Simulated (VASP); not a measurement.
# Sb (R-3m) in VASP: further runs

The runs below take Sb through single point, with PBE.

Program: VASP 6.6.1. These are calculated values, not measurements. Logs are shortened: lines on timing, memory, paths and dates and some standing lists are left out, and cuts for length are marked.

### 1 The cell of the first run

Symmetry: R-3m, No. 166, trigonal system. Conventional cell: a = 4.387 Å, b = 4.387 Å, c = 11.232 Å, α = 90.00°, β = 90.00°, γ = 120.00°. Sb (site symmetry 3m) has 6 Sb at 2.95 to 3.38 Å within 3.9 Å.

### 2 Single point, PBE (equal xx and yy strain of +2 %)

Contents of INCAR:

```
SYSTEM = Sb
PREC = Accurate
ENCUT = 520
EDIFF = 1E-7
ISMEAR = -1
SIGMA = 0.05
LREAL = .FALSE.
LASPH = .TRUE.
NELM = 60
ALGO = Normal
ISIF = 2
LWAVE = .FALSE.
LCHARG = .FALSE.
GGA = PE
NBANDS = 12
```

Contents of KPOINTS:

```
regular mesh
0
G
  9 9 9
  0 0 0
```

Contents of POSCAR:

```
Sb
1.0
    2.1936123386      1.2664826742      3.7440000000
   -2.1936123386      1.2664826742      3.7440000000
    0.0000000000     -2.5329653483      3.7440000000
Sb
2
Direct
    0.2336400000      0.2336400000      0.2336400000
    0.7663600000      0.7663600000      0.7663600000
```

Potentials or basis: VASP PAW PBE potentials, release 64 (Sb).

Launch:

```console
$ cat potpaw_PBE.64/Sb/POTCAR > POTCAR
$ mpirun -np 1 vasp_std > vasp.out
```

OUTCAR:

```text
SYSTEM = Sb
   PREC = Accurate
   ENCUT = 520
   EDIFF = 1E-7
   ISMEAR = -1
   LREAL = .FALSE.
   LASPH = .TRUE.
   NELM = 60
   ISIF = 2
   GGA = PE

 ion  position               nearest neighbor table
   1  0.234  0.234  0.234-   2 2.95   2 2.95   2 2.95   2 3.38   2 3.38   2 3.38
   2  0.766  0.766  0.766-   1 2.95   1 2.95   1 2.95   1 3.38   1 3.38   1 3.38

  LATTYP: Found a trigonal (rhomboedric) cell.
 ALAT       =     4.5203373166
 COS(alpha) =     0.5290139237

  Lattice vectors:

 A1 = (   2.1936123386,   1.2664826742,   3.7440000000)
 A2 = (  -2.1936123386,   1.2664826742,   3.7440000000)
 A3 = (   0.0000000000,  -2.5329653483,   3.7440000000)

Analysis of symmetry for initial positions (statically):
=====================================================================
 Subroutine PRICEL returns:
 Original cell was already a primitive cell.

 Routine SETGRP: Setting up the symmetry group for a
 trigonal (rhombohedral) supercell.

 Subroutine GETGRP returns: Found 12 space group operations
 (whereof 12 operations were pure point group operations)
 out of a pool of 12 trial point group operations.

The static configuration has the point symmetry D_3d.

Analysis of symmetry for dynamics (positions and initial velocities):
=====================================================================
 Subroutine PRICEL returns:
 Original cell was already a primitive cell.

 Routine SETGRP: Setting up the symmetry group for a
 trigonal (rhombohedral) supercell.

 Subroutine GETGRP returns: Found 12 space group operations
 (whereof 12 operations were pure point group operations)
 out of a pool of 12 trial point group operations.

The dynamic configuration has the point symmetry D_3d.

 Subroutine INISYM returns: Found 12 space group operations
 (whereof 12 operations are pure point group operations),
 and found     1 'primitive' translations

----------------------------------------------------------------------------------------

                                     Primitive cell

  volume of cell :      62.4089

  direct lattice vectors                    reciprocal lattice vectors
     2.193612339  1.266482674  3.744000000     0.227934531  0.131598063  0.089031339
    -2.193612339  1.266482674  3.744000000    -0.227934531  0.131598063  0.089031339
     0.000000000 -2.532965348  3.744000000     0.000000000 -0.263196126  0.089031339

[... 90 lines left out ...]
   ISYM   =      2    0-nonsym 1-usesym 2-fastsym
   POTIM  = 0.5000    time-step for ionic-motion
   TEBEG  =    0.0;   TEEND  =   0.0 temperature during run
   PSTRESS=    0.0 pullay stress
   NELECT =      10.0000    total number of electrons
   NUPDOWN=      -1.0000    fix difference up-down
   EMIN   =  10.00;   EMAX   =-10.00  energy-range for DOS
   EFERMI =   0.00;   METHOD = LEGACY
   ISMEAR =    -1;   SIGMA  =   0.05  broadening in eV -4-tet -1-fermi 0-gaus
   EFERMI_NEDOS =   21; number of points for ismear=-14 and -15
   IALGO  =     38    algorithm
   IMIX   =      4    mixing-type and parameters
     AMIX     =   0.40;   BMIX     =  1.00
     AMIX_MAG =   1.60;   BMIX_MAG =  1.00
  volume/ion in A,a.u.               =      31.20       210.58
  Fermi-wavevector in a.u.,A,eV,Ry     =   0.889186  1.680318 10.757477  0.790652
  Thomas-Fermi vector in A             =   2.010714
   LORBIT       =      0    0 simple, 1 ext, 2 COOP (PROOUT), +10 PAW based schemes
   GGA     = PE    functional components
   LHFCALC =     F    Hartree Fock is set to
   AEXX    =    0.0000 exact exchange contribution
   IVDW    =     0    specifies the selected vdW correction
   LEPSILON=     F    determine dielectric tensor
   LRPA    =     F    only Hartree local field effects (RPA)
 non-spin polarized calculation
  energy-cutoff  :      520.00
  volume of cell :       62.41
 maximum number of plane-waves:      1700
 NGX is ok and might be reduce to    36
   NGX = 17   NGY = 17   NGZ = 17

 number of electron      10.0000000 magnetization

 Free energy of the ion-electron system (eV)
  ---------------------------------------------------
  ext. energy  EPLUGINS =         0.00000000
  ---------------------------------------------------
  free energy    TOTEN  =        -8.27770502 eV

  energy without entropy =       -8.27651095  energy(sigma->0) =       -8.27710799

 E-fermi :   6.8125     XC(G=0):  -9.3936

 val. band max:        6.7219779024   @ k =   0.3333   0.1111   0.1111
 cond. band min:       6.8787322678   @ k =   0.4444  -0.0000   0.0000
 fundamental gap:      0.1567543654
 Fermi energy:         6.8125348058

 k-point     1 :       0.0000    0.0000    0.0000
  band No.  band energies     occupation
      1      -5.5823      2.00000
      2       1.9323      2.00000
      3       5.0429      2.00000
      4       5.0642      2.00000
      5       5.0642      2.00000
      6       8.9403      0.00000
      7       9.5363      0.00000
      8       9.5363      0.00000
      9      11.8998      0.00000
     10      11.8998      0.00000
     11      12.1577      0.00000
     12      13.5329      0.00000
[... 331 lines left out ...]
 k-point    24 :       0.4444    0.4444    0.0000
  band No.  band energies     occupation
      1      -3.4693      2.00000
      2      -0.9751      2.00000
      3       1.7876      2.00000
      4       3.3213      2.00000
      5       3.3897      2.00000
      6       8.5324      0.00000
      7      11.6048      0.00000
      8      12.1311      0.00000
      9      13.1319      0.00000
     10      15.3580      0.00000
     11      16.3914      0.00000
     12      17.6517      0.00000

 [... further k-points ...]

------------------------ aborting loop because EDIFF is reached ----------------------------------------

  FORCE on cell =-STRESS in cart. coord.  units (eV):
  Direction    XX          YY          ZZ          XY          YZ          ZX
  --------------------------------------------------------------------------------------
  -------------------------------------------------------------------------------------
  Total        0.1785910      0.1785910      0.4476008      0.0000000      0.0000000      0.0000000
  in kB        4.5848362      4.5848362     11.4909301      0.0000000      0.0000000      0.0000000
  external PRESSURE =       6.8868675 kB  Pullay stress =       0.0000000 kB

 VOLUME and BASIS-vectors are now :
 -----------------------------------------------------------------------------
  energy-cutoff  :      520.00
  volume of cell :       62.41
      direct lattice vectors                 reciprocal lattice vectors
     2.193612339  1.266482674  3.744000000     0.227934531  0.131598063  0.089031339
    -2.193612339  1.266482674  3.744000000    -0.227934531  0.131598063  0.089031339
     0.000000000 -2.532965348  3.744000000     0.000000000 -0.263196126  0.089031339

 POSITION                                       TOTAL-FORCE (eV/Angst)
 -----------------------------------------------------------------------------------
      0.00000      0.00000      2.62424         0.000000      0.000000      0.067431
      0.00000      0.00000      8.60776         0.000000     -0.000000     -0.067431
 -----------------------------------------------------------------------------------
    total drift:                                0.000000     -0.000000      0.000000

  FREE ENERGIE OF THE ION-ELECTRON SYSTEM (eV)
  ---------------------------------------------------
  free  energy   TOTEN  =        -8.2777050201 eV

  energy  without entropy=       -8.2765109505  energy(sigma->0) =       -8.27710799
```

OSZICAR:

```text
N       E                     dE             d eps       ncg     rms          rms(c)
DAV:   1     0.340968819544E+02    0.34097E+02   -0.35029E+03  2040   0.648E+02
DAV:   2    -0.626443533063E+01   -0.40361E+02   -0.39080E+02  2712   0.106E+02
DAV:   3    -0.825885432947E+01   -0.19944E+01   -0.19826E+01  2476   0.258E+01
DAV:   4    -0.827734212690E+01   -0.18488E-01   -0.18486E-01  2376   0.293E+00
DAV:   5    -0.827756617059E+01   -0.22404E-03   -0.22404E-03  2512   0.362E-01    0.285E+00
DAV:   6    -0.827748174692E+01    0.84424E-04   -0.24080E-03  2416   0.327E-01    0.171E+00
DAV:   7    -0.827755919180E+01   -0.77445E-04   -0.57363E-03  2408   0.499E-01    0.841E-02
DAV:   8    -0.827767598088E+01   -0.11679E-03   -0.19280E-04  2504   0.831E-02    0.254E-02
DAV:   9    -0.827770438240E+01   -0.28402E-04   -0.41696E-05  2348   0.390E-02    0.460E-03
DAV:  10    -0.827770500096E+01   -0.61855E-06   -0.46988E-06  2476   0.115E-02    0.160E-03
DAV:  11    -0.827770502014E+01   -0.19184E-07   -0.43041E-07  2408   0.425E-03
   1 F= -.82777050E+01 E0= -.82771080E+01  d E =-.119407E-02
```

Wall time 79 s (1 thread of Intel Xeon 8259CL, shared host); peak memory 0.23 GiB.

What came out:

| Quantity | Value |
| --- | --- |
| Free energy | -8.2777 eV |
| Pressure | 0.7 GPa |
| Largest force | 0.067 eV/Å |

Forces in eV/Å, atoms in the order of the input:
```
Sb   0.000  0.000  0.067
Sb   0.000  0.000 -0.067
```

Stress tensor (GPa, compression positive):
```
0.46 0.00 0.00
0.00 0.46 0.00
0.00 0.00 1.15
```

Caveat: the cell differs from its parent crystal (equal xx and yy strain of +2 %); spin-orbit coupling is left out, which moves the levels of the heavy elements.

### 3 Single point, PBE, non-collinear spin, zero start, spin-orbit coupling

This run uses another cell than the first one, of 29.99 Å³/atom.

Contents of INCAR:

```
SYSTEM = Sb
ALGO = Normal
EDIFF = 1E-6
ENCUT = 520
GGA = PE
GGA_COMPAT = .False.
ISIF = 2
ISMEAR = -1
LASPH = .True.
LCHARG = .True.
LORBIT = 11
LORBMOM = .True.
LREAL = .False.
LSORBIT = .True.
LVHAR = .True.
LWAVE = .False.
MAGMOM = 0 0 0 0 0 0
NBANDS = 22
NELM = 150
PREC = Accurate
SIGMA = 0.05
```

Contents of KPOINTS:

```
k-points
0
Gamma
  9 9 9
  0 0 0
```

Contents of POSCAR:

```
Sb
1.0
    2.1506003320      1.2416496806      3.7440000000
   -2.1506003320      1.2416496806      3.7440000000
    0.0000000000     -2.4832993611      3.7440000000
Sb
2
Direct
    0.2336400000      0.2336400000      0.2336400000
    0.7663600000      0.7663600000      0.7663600000
```

Potentials or basis: VASP PAW PBE potentials, release 64 (Sb).

Launch:

```console
$ cat potpaw_PBE.64/Sb/POTCAR > POTCAR
$ mpirun -np 1 vasp_ncl > vasp.out
```

It took 3.3 min on 1 thread of Intel Xeon Platinum 8488C (Sapphire Rapids), shared host; peak memory 0.45 GiB.

Results (log left out):

```yaml
Free_energy: -8.3821 eV
Pressure: 3.3 GPa
Largest_force: 0.247 eV/Å
Net_moment: 0.00 μB per cell
Valence_electrons_inside_the_program's_atomic_spheres: Sb 2.41
```

Forces in eV/Å, atoms in the order of the input:
```
Sb   0.000  0.000  0.247
Sb   0.000  0.000 -0.247
```

Stress tensor (GPa, compression positive):
```
3.49 0.00 0.00
0.00 3.49 0.00
0.00 0.00 2.92
```

Moments on the atoms (μB; x, y, z):
```
Sb  0.00 0.00 0.00
Sb  0.00 0.00 0.00
```

Caveat: the cell stands under pressure.
